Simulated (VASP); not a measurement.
Input of a VASP 6.6.1 run:

Contents of INCAR:

```
SYSTEM = MgO
ALGO = Normal
EDIFF = 1E-6
EDIFFG = -0.005
ENCUT = 600
GGA = PE
IBRION = 2
ISIF = 3
ISMEAR = -1
LASPH = .TRUE.
LCHARG = .FALSE.
LREAL = .FALSE.
LWAVE = .FALSE.
NELM = 80
NSW = 60
PREC = Accurate
PSTRESS = 130.0
SIGMA = 0.05
```

KPOINTS

```
k-points
0
G
  15 15 15
  0 0 0
```

Contents of POSCAR:

```
MgO
1.0
    0.0000000000      2.1881239573      2.1881239573
    2.1881239573      0.0000000000      2.1881239573
    2.1881239573      2.1881239573      0.0000000000
Mg O
1 1
Direct
    0.0000000000      0.0000000000      0.0000000000
    0.2500000000      0.2500000000      0.2500000000
```

Potentials or basis: VASP PAW PBE potentials, release 64 (Mg, O).

The run is started by

```sh
$ cat potpaw_PBE.64/Mg/POTCAR potpaw_PBE.64/O/POTCAR > POTCAR
$ mpirun -np 1 vasp_std > vasp.out
```

**Question.** Estimate the relaxed cell.

**Answer.** a = 3.158 Å, b = 3.158 Å, c = 3.158 Å, α = 60.00°, β = 60.00°, γ = 60.00°.

**Question.** Estimate the relaxed volume.

**Answer.** 11.14 Å³/atom.

The path:
```csv
step,energy change (eV),largest force (eV/Å),pressure (GPa),volume (Å³)
1,0.0000,0.0000,24.41,20.95
2,-0.2119,0.0000,6.11,23.30
3,-0.1517,0.0000,12.97,22.27
```

Caveat: the cell is relaxed towards a set pressure, so the enthalpy falls and the energy may rise.
